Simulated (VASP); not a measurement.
Set up this calculation in VASP 6.6.1, as the native input.

```
Task                   : single point
Functional             : LDA
Potentials or basis    : VASP PAW LDA potentials, release 64 (Ba_sv)
Cutoff                 : 520 eV
k mesh                 : 14 × 14 × 14
Occupations            : gaussian, width 0.15 eV
Spin                   : no spin polarisation
Dipole correction      : no
Further INCAR settings : ALGO = Fast; EDIFF = 1e-07; NBANDS = 11
```

The structure of Ba lies in POSCAR:

```
Ba
1.0
   -2.5625000000      2.4375000000      2.5000000000
    2.5625000000     -2.4375000000      2.5000000000
    2.5625000000      2.4375000000     -2.5000000000
Ba
1
Direct
    0.0000000000      0.0000000000      0.0000000000
```

This cell differs from its parent crystal: strain +0.0250 x Voigt [1, -1, 0, 0, 0, 0].

The input as run:

INCAR

```
  ALGO = Fast
  EDIFF = 1E-7
  ENCUT = 520
  ISIF = 2
  ISMEAR = 0
  LASPH = T
  LCHARG = F
  LREAL = F
  LWAVE = F
  NBANDS = 11
  NELM = 100
  PREC = Accurate
  SIGMA = 0.15
```

KPOINTS

```
k-points
0
Gamma
  14 14 14
```

Potentials or basis: VASP PAW LDA potentials, release 64 (Ba_sv).

Run with:

```sh
$ cat potpaw_LDA.64/Ba_sv/POTCAR > POTCAR
$ mpirun -np 1 vasp_std > vasp.out
```

It gave:

The pressure is -1.2 GPa. The band gap on the k mesh is zero (bands 5 and 6 overlap by 0.97 eV).

Caveat: the cell differs from its parent crystal (strain +0.0250 x Voigt [1, -1, 0, 0, 0, 0]); spin-orbit coupling is left out, which moves the levels of the heavy elements.

Run time: 110 s on 1 thread of AMD EPYC 9R45 96-Core Processor (Zen 5), on a shared host, peak memory 0.36 GiB.
